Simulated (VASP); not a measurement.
Write the native input for VASP 6.6.1 that does the following.

| Item | Value |
| --- | --- |
| Task | single point |
| Functional | PBE |
| Potentials or basis | VASP PAW PBE potentials, release 64 (O, H, C) |
| Cutoff | 520 eV |
| k mesh | 1 × 1 × 1 |
| Occupations | fermi-dirac, width 0.02 eV |
| Spin | no spin polarisation |
| Dipole correction | no |
| Further INCAR settings | LREAL = Auto; ALGO = Normal; EDIFF = 1e-06; NBANDS = 36 |

The structure of H10CO5 lies in POSCAR:

```
H10CO5
1.0
    5.6566530000      0.0000000000      0.0000000000
    0.0000000000      5.6566530000      0.0000000000
    0.0000000000      0.0000000000      5.6566530000
O H C
5 10 1
Direct
    0.8080396659     -0.0197113028      0.3608494281
    0.8574505100      0.5429182239      0.8601552897
    0.5511563110      0.3004603606      0.1838543039
    0.0537066707      0.5076676968      0.3868718834
    0.4877619327      0.8578040760      0.9201377564
    0.7142562925     -0.1313144009      0.2678969348
    0.7367961231      0.1110373926      0.2888457185
    0.9087352539      0.5249747510      0.7036316352
    0.8154468729      0.7156705564      0.9034317643
    0.6002135892      0.3610262111      0.0391043962
    0.4394648213      0.1704364754      0.1265235821
    0.1669538506      0.4227057944      0.3214798574
   -0.0404302686      0.5271668600      0.2582092273
    0.3408906291      1.0357538283      0.6451871805
    0.4631537413      0.7349575800      0.5959707976
    0.4395532128      0.8935672738      0.7045685850
```

One way to write it, as run:

INCAR

```
  PREC = Accurate
  ENCUT = 520
  EDIFF = 1E-6
  ISMEAR = -1
  SIGMA = 0.02
  LREAL = Auto
  LASPH = T
  NELM = 80
  ALGO = Normal
  ISIF = 2
  LWAVE = F
  LCHARG = F
  GGA = PE
  NBANDS = 36
```

KPOINTS

```
regular mesh
0
Gamma
  1 1 1
```

Potentials or basis: VASP PAW PBE potentials, release 64 (O, H, C).

The run is started by

```sh
$ cat potpaw_PBE.64/O/POTCAR potpaw_PBE.64/H/POTCAR potpaw_PBE.64/C/POTCAR > POTCAR
$ mpirun -np 1 vasp_gam > vasp.out
```

It gave:

* Pressure: 4.6 GPa
* Largest force: 6.476 eV/Å
* Band gap on the k mesh: 3.45 eV

Caveat: the k points lie up to 1.11 Å⁻¹ apart.

Run time: 17 s on 1 thread of Intel(R) Xeon(R) Platinum 8259CL CPU @ 2.50GHz (Skylake/Cascade Lake), on a shared host, peak memory 0.24 GiB.
